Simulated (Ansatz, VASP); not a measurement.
# One calculation of InP, two programs

```
In P
1.0
     3.79252    0.00000    0.00000
    -1.89626    3.28442    0.00000
     0.00000    0.00000    3.51736
In P
1 1
Cartesian
  0.0000 0.0000 0.0000
  1.8963 1.0948 1.7587
```

Change from the starting cell: species swapped into the WC type (P-6m2, No. 187).

Alike in both runs: task relaxation of cell and atoms; functional PBE; k mesh 18 × 18 × 16; occupations gaussian, width 0.1 eV; no spin polarisation.

|  | VASP | Ansatz |
| --- | --- | --- |
| version | VASP 6.6.1 | Ansatz 0.2.0 |
| potentials or method | VASP PAW PBE potentials, release 64 (In_d, P), cutoff 600 eV | scalar-relativistic, plane waves, PAW |
| valence electrons in the cell | 18 | 18 |

VASP gave:

* gap on the k mesh at the Fermi level, each at its own relaxed structure (eV): none
* relaxed volume (Å³/atom): 22.07
* relaxed cell length with the largest relative difference (Å): 3.443

Estimate Ansatz's values.

gap on the k mesh at the Fermi level, each at its own relaxed structure (eV): none; relaxed volume (Å³/atom): 22.08; relaxed cell length with the largest relative difference (Å): 3.440.

A gap of «none» marks a metal or a gap that the smearing closes.
